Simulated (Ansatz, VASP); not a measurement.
**One calculation of Te, two programs**

File INCAR:

```
SYSTEM = Te
PREC = Accurate
ENCUT = 520
EDIFF = 1E-7
ISMEAR = 0
SIGMA = 0.1
LREAL = .FALSE.
LASPH = .TRUE.
NELM = 100
ALGO = Normal
ISIF = 2
LWAVE = .FALSE.
LCHARG = .FALSE.
GGA = PE
NBANDS = 9
```

File KPOINTS:

```
regular mesh
0
G
  15 15 15
  0 0 0
```

POSCAR

```
Te
1.0
    2.4247275935      1.3999171288      1.6259027149
   -2.4247275935      1.3999171288      1.6259027149
    0.0000000000     -2.7998342575      1.6259027149
Te
1
Direct
    0.5000000000      0.5000000000      0.5000000000
```

Input for Ansatz:

```yaml
crystal:
  lattice:
    - [2.4247275935, 1.3999171288, 1.6259027149]
    - [-2.4247275935, 1.3999171288, 1.6259027149]
    - [0.0, -2.7998342575, 1.6259027149]
  atoms:
    - { symbol: Te, position: [0.5, 0.5, 0.5] }
basis:
  ecutwfc: 420
kpoints:
  mp_grid: { grid: [15, 15, 15] }
hamiltonian:
  xc: pbe
scf:
  occupations: { method: gaussian, width: 0.1 }
output:
  forces: true
  stress: true
  eigenvalues: true
  populations: true
```

Alike in both runs: task single point; functional PBE; k mesh 15 × 15 × 15; occupations gaussian, width 0.1 eV; no spin polarisation.

```csv
,VASP,Ansatz
version,VASP 6.6.1,Ansatz 0.2.0
potentials or method,"VASP PAW PBE potentials, release 64 (Te), cutoff 520 eV","scalar-relativistic, plane waves, PAW"
valence electrons in the cell,6,16
```

```tsv
	VASP	Ansatz	Ansatz less VASP
gap on the k mesh at the Fermi level (eV)	none	none	-
pressure (GPa)	-1.8	-1.8	+0.05
traceless stress, the component that is largest in VASP (GPa)	1.26	1.25	-0.002
```

A gap of «none» marks a metal or a gap that the smearing closes. With one functional, cell and mesh, what is left measures potentials, basis and numerics. VASP's potentials hold 6 valence electrons a cell and Ansatz's 16, so a difference there can come from the potentials and not from the codes.

Neither program's run includes spin-orbit coupling.
